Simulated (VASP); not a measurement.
A run of VASP 6.6.1 is set up as follows.

The input INCAR:

```
SYSTEM = K
PREC = Accurate ; ENCUT = 520
EDIFF = 1E-6 ; ISMEAR = 0
SIGMA = 0.15 ; LREAL = .False.
LASPH = .True. ; NELM = 100
ALGO = Fast ; ISIF = 2
LWAVE = .False. ; LCHARG = .False.
GGA = PE ; NBANDS = 10
```

File KPOINTS:

```
Automatic mesh
0
Gamma
  12 12 12
  0 0 0
```

POSCAR

```
K
1.0
    4.3104394900      0.0000000000      0.0000000000
    0.0000000000      4.3104394900      0.0000000000
    0.0000000000      0.0000000000      4.3104394900
K
1
Direct
    0.0000000000      0.0000000000      0.0000000000
```

Potentials or basis: VASP PAW PBE potentials, release 64 (K_sv).

Run with:

```sh
$ cat potpaw_PBE.64/K_sv/POTCAR > POTCAR
$ mpirun -np 1 vasp_std > vasp.out
```

Question: Estimate the pressure.

Answer: 0.0 GPa.
